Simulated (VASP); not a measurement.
# Al2O3 (R-3c) in VASP: relaxation of cell and atoms with r2SCAN+rVV10

Aim: the relaxation of cell and atoms of Al2O3 with r2SCAN+rVV10.

Everything below comes from runs of VASP 6.6.1. Logs are shortened: lines on timing, memory, paths and dates and some standing lists are left out, and cuts for length are marked.

### Step 1. The cell of the first run

Symmetry: R-3c, No. 167, trigonal system. The conventional cell has a = 4.774 Å, b = 4.774 Å, c = 13.014 Å, α = 90.00°, β = 90.00°, γ = 120.00°. Al (site symmetry 3) has 6 O at 1.86 to 1.97 Å within 2.5 Å. Within 2.9 Å of O (site symmetry 2) lie 4 Al at 1.86 to 1.97 Å and 12 O at 2.53 to 2.88 Å.

### Step 2. Relaxation of cell and atoms, r2SCAN+rVV10

POSCAR

```
Al2O3
1.0
    2.3868189684      1.3780305739      4.3381128653
   -2.3868189684      1.3780305739      4.3381128653
    0.0000000000     -2.7560611478      4.3381128653
Al O
4 6
Direct
    0.8520769851      0.8520769851      0.8520769851
    0.3520769851      0.3520769851      0.3520769851
    0.1479230149      0.1479230149      0.1479230149
    0.6479230149      0.6479230149      0.6479230149
    0.4441394785      0.0558605215      0.7500000000
    0.0558605215      0.7500000000      0.4441394785
    0.5558605215      0.9441394785      0.2500000000
    0.2500000000      0.5558605215      0.9441394785
    0.9441394785      0.2500000000      0.5558605215
    0.7500000000      0.4441394785      0.0558605215
```

INCAR.step1

```
PREC = Accurate ; ENCUT = 600
ISMEAR = -1 ; SIGMA = 0.03
LREAL = F ; LASPH = T
NELM = 100 ; GGA = PE
ALGO = Normal ; EDIFF = 1E-4
LWAVE = T ; LCHARG = F
```

INCAR.step2

```
PREC = Accurate ; ENCUT = 600
EDIFF = 1E-7 ; ISMEAR = -1
SIGMA = 0.03 ; LREAL = F
LASPH = T ; NELM = 100
ALGO = Normal ; ISIF = 3
LWAVE = F ; LCHARG = F
METAGGA = R2SCAN ; LMIXTAU = T
LUSE_VDW = T ; IVDW_NL = 2
BPARAM = 11.95 ; CPARAM = 0.0093
IBRION = 2 ; NSW = 100
EDIFFG = -0.01 ; ISTART = 1
```

KPOINTS

```
Automatic mesh
0
Gamma
  6 6 6
```

Potentials or basis: VASP PAW PBE potentials, release 64 (Al, O).

Command:

```
$ cat potpaw_PBE.64/Al/POTCAR potpaw_PBE.64/O/POTCAR > POTCAR
$ cp INCAR.step1 INCAR
$ mpirun -np 1 vasp_std > vasp.out
$ cp INCAR.step2 INCAR
$ mpirun -np 1 vasp_std > vasp.out
```

OUTCAR:

```text
PREC = Accurate
   ENCUT = 600
   EDIFF = 1E-7
   ISMEAR = -1
   LREAL = F
   LASPH = T
   NELM = 100
   ISIF = 3
   METAGGA = R2SCAN
   IVDW_NL = 2
   BPARAM = 11.95
   IBRION = 2
   NSW = 100
   EDIFFG = -0.01
   ISTART = 1

 ion  position               nearest neighbor table
   1  0.852  0.852  0.852-   9 1.86   7 1.86   8 1.86   6 1.97  10 1.97   5 1.97   4 2.66   3 2.80
                             3 2.80   3 2.80   4 3.23   4 3.23   4 3.23
   2  0.352  0.352  0.352-  10 1.86   5 1.86   6 1.86   8 1.97   9 1.97   7 1.97   3 2.66   4 2.80
                             4 2.80   4 2.80   3 3.23   3 3.23   3 3.23
   3  0.148  0.148  0.148-   6 1.86   5 1.86  10 1.86   9 1.97   8 1.97   7 1.97   2 2.66   1 2.80
                             1 2.80   1 2.80   2 3.23   2 3.23   2 3.23
   4  0.648  0.648  0.648-   8 1.86   7 1.86   9 1.86  10 1.97   6 1.97   5 1.97   1 2.66   2 2.80
                             2 2.80   2 2.80   1 3.23   1 3.23   1 3.23
   5  0.444  0.056  0.750-   2 1.86   3 1.86   1 1.97   4 1.97
   6  0.056  0.750  0.444-   3 1.86   2 1.86   1 1.97   4 1.97
   7  0.556  0.944  0.250-   1 1.86   4 1.86   3 1.97   2 1.97
   8  0.250  0.556  0.944-   4 1.86   1 1.86   2 1.97   3 1.97
   9  0.944  0.250  0.556-   1 1.86   4 1.86   3 1.97   2 1.97
  10  0.750  0.444  0.056-   2 1.86   3 1.86   4 1.97   1 1.97

  LATTYP: Found a trigonal (rhomboedric) cell.
 ALAT       =     5.1395618765
 COS(alpha) =     0.5686629549

  Lattice vectors:

 A1 = (   2.3868189684,   1.3780305739,   4.3381128653)
 A2 = (  -2.3868189684,   1.3780305739,   4.3381128653)
 A3 = (   0.0000000000,  -2.7560611478,   4.3381128653)

Analysis of symmetry for initial positions (statically):
=====================================================================
 Subroutine PRICEL returns:
 Original cell was already a primitive cell.

 Routine SETGRP: Setting up the symmetry group for a
 trigonal (rhombohedral) supercell.

 Subroutine GETGRP returns: Found 12 space group operations
 (whereof  6 operations were pure point group operations)
 out of a pool of 12 trial point group operations.

The static configuration has the point symmetry S_6 .
 The point group associated with its full space group is D_3d.

Analysis of symmetry for dynamics (positions and initial velocities):
=====================================================================
 Subroutine PRICEL returns:
 Original cell was already a primitive cell.

 Routine SETGRP: Setting up the symmetry group for a
 trigonal (rhombohedral) supercell.

 Subroutine GETGRP returns: Found 12 space group operations
 (whereof  6 operations were pure point group operations)
 out of a pool of 12 trial point group operations.

The dynamic configuration has the point symmetry S_6 .
 The point group associated with its full space group is D_3d.

 Subroutine INISYM returns: Found 12 space group operations
 (whereof  6 operations are pure point group operations),
 and found     1 'primitive' translations

----------------------------------------------------------------------------------------

                                     Primitive cell

  volume of cell :      85.6112

  direct lattice vectors                    reciprocal lattice vectors
     2.386818968  1.378030574  4.338112865     0.209483839  0.120945551  0.076838327
    -2.386818968  1.378030574  4.338112865    -0.209483839  0.120945551  0.076838327
     0.000000000 -2.756061148  4.338112865     0.000000000 -0.241891101  0.076838327

  length of vectors
     5.139561877  5.139561877  5.139561877     0.253801957  0.253801957  0.253801957

  position of ions in fractional coordinates (direct lattice)
     0.852076985  0.852076985  0.852076985
     0.352076985  0.352076985  0.352076985
     0.147923015  0.147923015  0.147923015
     0.647923015  0.647923015  0.647923015
     0.444139478  0.055860522  0.750000000
     0.055860522  0.750000000  0.444139478
     0.555860522  0.944139478  0.250000000
     0.250000000  0.555860522  0.944139478
     0.944139478  0.250000000  0.555860522
     0.750000000  0.444139478  0.055860522

  ion indices of the primitive-cell ions
   primitive index   ion index
                 1           1
                 2           2
                 3           3
                 4           4
                 5           5
                 6           6
                 7           7
                 8           8
                 9           9
                10          10

----------------------------------------------------------------------------------------

 KPOINTS: Automatic mesh

Automatic generation of k-mesh.
 Grid dimensions read from file:
 generate k-points for:    6    6    6

 Generating k-lattice:

  Cartesian coordinates                     Fractional coordinates (reciprocal lattice)
     0.034913973  0.020157592  0.012806388     0.166666667  0.000000000 -0.000000000
    -0.034913973  0.020157592  0.012806388     0.000000000  0.166666667 -0.000000000
     0.000000000 -0.040315184  0.012806388    -0.000000000 -0.000000000  0.166666667

  Length of vectors
     0.042300326  0.042300326  0.042300326

  Shift w.r.t. Gamma in fractional coordinates (k-lattice)
     0.000000000  0.000000000  0.000000000

 Subroutine IBZKPT returns following result:
 ===========================================

 Found     32 irreducible k-points:

 Following reciprocal coordinates:
            Coordinates               Weight
  0.000000  0.000000  0.000000      1.000000
  0.166667  0.000000  0.000000      6.000000
  0.333333  0.000000 -0.000000      6.000000
  0.500000  0.000000 -0.000000      3.000000
  0.166667  0.166667 -0.000000      6.000000
  0.333333  0.166667  0.000000     12.000000
[... 16 lines left out ...]
  0.500000  0.500000  0.166667      6.000000
 -0.333333  0.500000  0.166667     12.000000
 [... further k-points ...]
   k-points           NKPTS =     32   k-points in BZ     NKDIM =     32   number of bands    NBANDS=     30
   number of dos      NEDOS =    301   number of ions     NIONS =     10
   total plane-waves  NPLWV =  74088
   dimension x,y,z NGX =    42 NGY =   42 NGZ =   42
   dimension x,y,z NGXF=    84 NGYF=   84 NGZF=   84
   ions per type =               4   6
   NGX,Y,Z   is equivalent  to a cutoff of  13.59, 13.59, 13.59 a.u.
   NGXF,Y,Z  is equivalent  to a cutoff of  27.17, 27.17, 27.17 a.u.
 SYSTEM =  unknown system
   PREC   = accura    normal or accurate (medium, high low for compatibility)
   ISTART =      1    job   : 0-new  1-cont  2-samecut
   ICHARG =      0    charge: 1-file 2-atom 10-const
   ISPIN  =      1    spin polarized calculation?
   LNONCOLLINEAR =      F non collinear calculations
   LSORBIT =      F    spin-orbit coupling
   LASPH  =      T    aspherical Exc in radial PAW
   ENCUT  =  600.0 eV  44.10 Ry    6.64 a.u.  10.26 10.26 10.26*2*pi/ulx,y,z
   NELM   =    100;   NELMIN=  2; NELMDL=  0     # of ELM steps
   EDIFF  = 0.1E-06   stopping-criterion for ELM
   LREAL  =      F    real-space projection
   EDIFFG = -.1E-01   stopping-criterion for IOM
   NSW    =    100    number of steps for IOM
   IBRION =      2    ionic relax: 0-MD 1-quasi-New 2-CG
   NFREE  =      1    steps in history (QN), initial steepest desc. (CG)
   ISIF   =      3    stress and relaxation
   ISYM   =      2    0-nonsym 1-usesym 2-fastsym
   POTIM  = 0.5000    time-step for ionic-motion
   TEBEG  =    0.0;   TEEND  =   0.0 temperature during run
   PSTRESS=    0.0 pullay stress
   NELECT =      48.0000    total number of electrons
   NUPDOWN=      -1.0000    fix difference up-down
   EMIN   =  10.00;   EMAX   =-10.00  energy-range for DOS
   EFERMI =   0.00;   METHOD = LEGACY
   ISMEAR =    -1;   SIGMA  =   0.03  broadening in eV -4-tet -1-fermi 0-gaus
   EFERMI_NEDOS =   21; number of points for ismear=-14 and -15
   IALGO  =     38    algorithm
   IMIX   =      4    mixing-type and parameters
     AMIX     =   0.40;   BMIX     =  1.00
     AMIX_MAG =   1.60;   BMIX_MAG =  1.00
  volume/ion in A,a.u.               =       8.56        57.77
  Fermi-wavevector in a.u.,A,eV,Ry     =   1.349932  2.551001 24.794106  1.822315
  Thomas-Fermi vector in A             =   2.477478
   LORBIT       =      0    0 simple, 1 ext, 2 COOP (PROOUT), +10 PAW based schemes
   METAGGA = R2SCAN    functional components
   LHFCALC =     F    Hartree Fock is set to
   AEXX    =    0.0000 exact exchange contribution
   IVDW_NL    =     2    kernel type
   BPARAM     =11.9500
   IVDW    =     0    specifies the selected vdW correction
   LEPSILON=     F    determine dielectric tensor
   LRPA    =     F    only Hartree local field effects (RPA)
 conjugate gradient relaxation of ions
 non-spin polarized calculation
  energy-cutoff  :      600.00
  volume of cell :       85.61
 maximum number of plane-waves:      2886
 NGX is ok and might be reduce to    42
   NGX = 21   NGY = 21   NGZ = 21

--------------------------------------- Ionic step        1  -------------------------------------------

 number of electron      48.0000000 magnetization

 Free energy of the ion-electron system (eV)
  ---------------------------------------------------
  ext. energy  EPLUGINS =         0.00000000
  ---------------------------------------------------
  free energy    TOTEN  =       -95.07801653 eV

  energy without entropy =      -95.07801653  energy(sigma->0) =      -95.07801653

------------------------ aborting loop because EDIFF is reached ----------------------------------------

  FORCE on cell =-STRESS in cart. coord.  units (eV):
  Direction    XX          YY          ZZ          XY          YZ          ZX
  --------------------------------------------------------------------------------------
  -------------------------------------------------------------------------------------
  Total       -2.1311243     -2.1311243     -1.9076343      0.0000000      0.0000000      0.0000000
  in kB      -39.8831015    -39.8831015    -35.7005798      0.0000000      0.0000000      0.0000000
  external PRESSURE =     -38.4889276 kB  Pullay stress =       0.0000000 kB
[... 161 lines left out ...]
  energy  without entropy=      -95.0944008774  energy(sigma->0) =      -95.09440088

--------------------------------------- Ionic step        5  -------------------------------------------

 number of electron      48.0000002 magnetization

 Free energy of the ion-electron system (eV)
  ---------------------------------------------------
  ext. energy  EPLUGINS =         0.00000000
  ---------------------------------------------------
  free energy    TOTEN  =       -95.09462666 eV

  energy without entropy =      -95.09462666  energy(sigma->0) =      -95.09462666

 E-fermi :   6.4409     XC(G=0): -12.3157

 val. band max:        5.8213592559   @ k =   0.0000   0.0000   0.0000
 cond. band min:      13.0199686713   @ k =   0.0000   0.0000   0.0000
 fundamental gap:      7.1986094154
 Fermi energy:         6.4408893955

 k-point     1 :       0.0000    0.0000    0.0000
  band No.  band energies     occupation
      1     -14.4542      2.00000
      2     -12.1231      2.00000
      3     -11.8478      2.00000
      4     -11.8478      2.00000
      5     -11.5347      2.00000
      6     -11.5347      2.00000
[... 781 lines left out ...]
     29      17.4520      0.00000
     30      18.0759      0.00000

 [... further k-points ...]

------------------------ aborting loop because EDIFF is reached ----------------------------------------

  FORCE on cell =-STRESS in cart. coord.  units (eV):
  Direction    XX          YY          ZZ          XY          YZ          ZX
  --------------------------------------------------------------------------------------
  -------------------------------------------------------------------------------------
  Total       -0.0238936     -0.0238936      0.0562646      0.0000000      0.0000000      0.0000000
  in kB       -0.4540284     -0.4540284      1.0691479      0.0000000      0.0000000      0.0000000
  external PRESSURE =       0.0536970 kB  Pullay stress =       0.0000000 kB
[... 25 lines left out ...]
  FREE ENERGIE OF THE ION-ELECTRON SYSTEM (eV)
  ---------------------------------------------------
  free  energy   TOTEN  =       -95.0946266596 eV

  energy  without entropy=      -95.0946266596  energy(sigma->0) =      -95.09462666

 reached required accuracy - stopping structural energy minimisation
```

Run time: 41 min. Hardware: 1 thread of Intel Xeon Platinum 8259CL at 2.50GHz (Skylake/Cascade Lake), shared host; peak memory 0.6 GiB.

What came out:

| Quantity | Value |
| --- | --- |
| Free energy | -95.0946 eV |
| Relaxed volume | 8.43 Å³/atom |
| Relaxed cell | a = 5.114 Å, b = 5.114 Å, c = 5.114 Å, α = 55.32°, β = 55.32°, γ = 55.32° |
| Space group after relaxing (to 0.1 Å) | R-3c (No. 167) |
| Energy gained by relaxing | 1.7 meV/atom |
| Ionic steps | 5 |
| Pressure after relaxing | 0.0 GPa |
| Largest force after relaxing | 0.010 eV/Å |
| Band gap on the k mesh | 7.20 eV |

Forces on the atoms (eV/Å):
```
Al   0.000  0.000 -0.010
Al   0.000  0.000 -0.010
Al   0.000  0.000  0.010
Al   0.000  0.000  0.010
O    0.000  0.000  0.000
O    0.000  0.000  0.000
O    0.000  0.000  0.000
O    0.000  0.000  0.000
O    0.000  0.000  0.000
O    0.000  0.000  0.000
```

Stress tensor (GPa, compression positive):
```
-0.05  0.00  0.00
 0.00 -0.05  0.00
 0.00  0.00  0.11
```

The path:
```
step  energy change (eV)  largest force (eV/Å)  pressure (GPa)  volume (Å³)
   1              0.0000                0.0267           -3.85        85.61
   2             -0.0017                0.0371            3.99        83.09
   3             -0.0164                0.0321            0.10        84.29
   4             -0.0164                0.0320            0.02        84.32
   5             -0.0166                0.0100            0.01        84.32
```

Final structure:
```
CELL_PARAMETERS angstrom
2.37434 1.37082 4.31751
-2.37434 1.37082 4.31751
0.00000 -2.74165 4.31751
ATOMIC_POSITIONS crystal
Al 0.85194 0.85194 0.85194
Al 0.35194 0.35194 0.35194
Al 0.14806 0.14806 0.14806
Al 0.64806 0.64806 0.64806
O 0.44371 0.05629 0.75000
O 0.05629 0.75000 0.44371
O 0.55629 0.94371 0.25000
O 0.25000 0.55629 0.94371
O 0.94371 0.25000 0.55629
O 0.75000 0.44371 0.05629
```

Caveat: the PAW data sets were made with another functional, which shifts forces and pressure a little. A k mesh can miss the band edges.
